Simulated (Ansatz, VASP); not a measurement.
**Li2O: VASP beside Ansatz**

```
CELL_PARAMETERS angstrom
0.00000 2.33259 2.30950
2.33259 0.00000 2.30950
2.33259 2.33259 0.00000
ATOMIC_POSITIONS crystal
Li 0.25000 0.25000 0.25000
Li 0.75000 0.75000 0.75000
O 0.00000 0.00000 0.00000
```

Change from the starting cell: equal xx and yy strain of +1 %, PAW files.

Alike in both runs: task electric field gradients; functional PBEsol; k mesh 9 × 9 × 9; occupations fermi-dirac, width 0.03 eV; no spin polarisation.

```csv
,VASP,Ansatz
version,VASP 6.6.1,Ansatz 0.2.0
potentials or method,"VASP PAW PBE potentials, release 64 (Li_sv, O)","PAW with Ansatz's default frozen-core files, scalar-relativistic"
plane-wave cutoff (eV),650,420
valence electrons in the cell,12,12
```

Ansatz gave:

```
gap on the k mesh at the Fermi level (eV)                     : 4.86
pressure (GPa)                                                : -3.4
traceless stress, the component that is largest in VASP (GPa) : 1.20
size of Vzz on the site where it differs most (V/Å²)          : 0.7
```

Question: What did VASP give for the same quantities?

Answer: gap on the k mesh at the Fermi level (eV): 4.85; pressure (GPa): -3.7; traceless stress, the component that is largest in VASP (GPa): 1.19; size of Vzz on the site where it differs most (V/Å²): 0.7.

VASP's potentials were made for PBE, not for PBEsol.
